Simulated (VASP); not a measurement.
BN:

```
CELL_PARAMETERS angstrom
0.00000 1.80483 1.80483
1.80483 0.00000 1.80483
1.80483 1.80483 0.00000
ATOMIC_POSITIONS crystal
B 0.00000 0.00000 0.00000
N 0.25000 0.25000 0.25000
```

Program: VASP 6.6.1. Alike in all runs: task single point; potentials or basis VASP PAW PBE potentials, release 64 (B, N); no spin polarisation; cell as given; cutoff (eV) 520; smearing gaussian 0.01 eV.

Order these runs on this cell by their band gap on the k mesh, lowest first.
A. level PBE0; k mesh 8 × 8 × 8; grid for exact exchange (PRECFOCK) Normal
B. level r2SCAN; k mesh 8 × 8 × 8
C. level PBE; k mesh 12 × 12 × 12

C (4.46 eV), B (4.98 eV), A (6.55 eV).

A k mesh can miss the band edges.
